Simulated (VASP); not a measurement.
# HC8: single point with PBE+D3(BJ)

HC8, a slab with vacuum:

```xyz
9
Lattice="4.9313 0.0000 0.0000 -2.4657 4.2706 0.0000 0.0000 0.0000 17.0000" Properties=species:S:1:pos:R:3 pbc="T T T"
C     1.2328    0.7118    4.0000
C     0.0000    2.8471    4.0000
C     3.6985    0.7118    4.0000
C     2.4657    2.8471    4.0000
C     0.0000    1.4235    4.0000
C    -1.2328    3.5589    4.0000
C     2.4657    1.4235    4.0000
C     1.2328    3.5589    4.0000
H     1.2328    0.7118    6.8300
```

```yaml
Program: VASP 6.6.1
Task: single point
Functional: PBE
Dispersion: D3(BJ)
Potentials_or_basis: VASP PAW PBE potentials, release 64 (C, H)
Cutoff: 520 eV
k_mesh: 6 × 6 × 1
Occupations: gaussian, width 0.1 eV
Spin: collinear spin, ferromagnetic start
Starting_moments: "[0.0, 0.0, 0.0, 0.0, 0.0, 0.0, 0.0, 0.0, 1.0] μB"
Dipole_correction: yes
Further_INCAR_settings: ALGO = Normal; EDIFF = 1e-06; NBANDS = 30
```

| Item | Value |
| --- | --- |
| Largest force | 0.032 eV/Å |
| Band gap on the k mesh | 0.02 eV, direct |
| Net moment | 1.00 μB per cell |
| Site moments | C +0.00, -0.00, +0.01; H +0.38 μB |
| Valence electrons inside the program's atomic spheres | C 2.65; H 0.38 |
| Dispersion energy per atom | -0.085 eV |

Forces in eV/Å, atoms in the order of the input:
```
C    0.000  0.000 -0.024
C   -0.004 -0.002  0.005
C    0.000  0.004  0.005
C    0.004 -0.002  0.005
C   -0.009  0.005 -0.013
C    0.000 -0.011 -0.013
C    0.009  0.005 -0.013
C    0.000  0.000  0.014
H    0.000  0.000  0.032
```

Levels at points of the mesh, in eV from the valence-band top:
Spin up:
| k point | band 14 | band 15 | band 16 | band 17 | band 18 | band 19 | band 20 | band 21 |
| --- | --- | --- | --- | --- | --- | --- | --- | --- |
| (0.00, 0.00, 0.00) | -3.03 | -2.35 | -2.35 | -2.27 | 1.68 | 1.68 | 1.69 | 3.59 |
| (0.50, 0.00, 0.00) | -5.04 | -3.23 | -2.73 | -2.58 | 2.82 | 2.83 | 4.55 | 5.59 |
Spin down:
```tsv
k point	band 13	band 14	band 15	band 16	band 17	band 18	band 19	band 20
(0.00, 0.00, 0.00)	-3.03	-2.36	-2.35	-2.35	1.65	1.68	1.68	2.21
(0.50, 0.00, 0.00)	-5.04	-5.04	-2.74	-2.73	2.80	2.83	3.20	5.18
```

Wall time 13 min on 1 thread of AMD EPYC 7R13, on a shared host, peak memory 0.62 GiB.
